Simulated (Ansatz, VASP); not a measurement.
# One calculation of Ga2O3, two programs

Contents of INCAR:

```
SYSTEM = Ga2O3
PREC     = Accurate       ! precision mode
ENCUT    = 600            ! plane-wave cutoff, eV
EDIFF    = 1E-6           ! SCF threshold, eV
ISMEAR   = -1             ! smearing method
SIGMA    = 0.08           ! smearing width, eV
LREAL    = .False.        ! projectors in reciprocal space
LASPH    = .True.         ! aspherical terms in the spheres
NELM     = 60             ! most SCF steps
ALGO     = Normal         ! electronic algorithm
ISIF     = 3              ! what is computed and relaxed
LWAVE    = .False.        ! write WAVECAR
LCHARG   = .False.        ! write CHGCAR
GGA      = PE             ! functional
IBRION   = 2              ! ionic algorithm
NSW      = 100            ! ionic steps
EDIFFG   = -0.005         ! ionic threshold
```

File KPOINTS:

```
Automatic mesh
0
Gamma
  11 11 7
  0 0 0
```

Contents of POSCAR:

```
Ga2O3
1.0
    3.4529274811      0.0000000000      0.0000000000
   -1.7264637405      2.9903229161      0.0000000000
    0.0000000000      0.0000000000      5.3865668705
Ga O
2 3
Direct
    0.3333333333      0.6666666667      0.2450000000
    0.6666666667      0.3333333333      0.7550000000
    0.0000000000      0.0000000000      0.0000000000
    0.3333333333      0.6666666667      0.6450000000
    0.6666666667      0.3333333333      0.3550000000
```

Input for Ansatz:

```yaml
crystal:
  lattice:
    - [3.4529274811, 0.0, 0.0]
    - [-1.7264637405, 2.9903229161, 0.0]
    - [0.0, 0.0, 5.3865668705]
  atoms:
    - { symbol: Ga, position: [0.3333333333, 0.6666666667, 0.245] }
    - { symbol: Ga, position: [0.6666666667, 0.3333333333, 0.755] }
    - { symbol: O, position: [0.0, 0.0, 0.0] }
    - { symbol: O, position: [0.3333333333, 0.6666666667, 0.645] }
    - { symbol: O, position: [0.6666666667, 0.3333333333, 0.355] }
kpoints:
  mp_grid: { grid: [11, 11, 7] }
scf:
  occupations: { method: fermi_dirac, width: 0.08 }
hamiltonian:
  xc: pbe
  pseudopotentials: { kind: paw }
output:
  forces: true
  stress: true
relax:
  f_tol: 0.005
  max_steps: 80
  cell: {}
```

Alike in both runs: task relaxation of cell and atoms; functional PBE; k mesh 11 × 11 × 7; occupations fermi-dirac, width 0.08 eV; no spin polarisation.

```csv
,VASP,Ansatz
version,VASP 6.6.1,Ansatz 0.2.0
potentials or method,"VASP PAW PBE potentials, release 64 (Ga_d, O)","PAW with Ansatz's default frozen-core files, scalar-relativistic"
plane-wave cutoff (eV),600,420
valence electrons in the cell,44,44
```

|  | VASP | Ansatz | Ansatz less VASP |
| --- | --- | --- | --- |
| relaxed volume (Å³/atom) | 10.85 | 11.92 | +1.063 |
| relaxed length of the cell vector where the two differ most in proportion (Å) | 6.777 | 7.519 | +0.7428 |

One of these differences is far larger than is usual between the two programs; its cause wasn't traced.
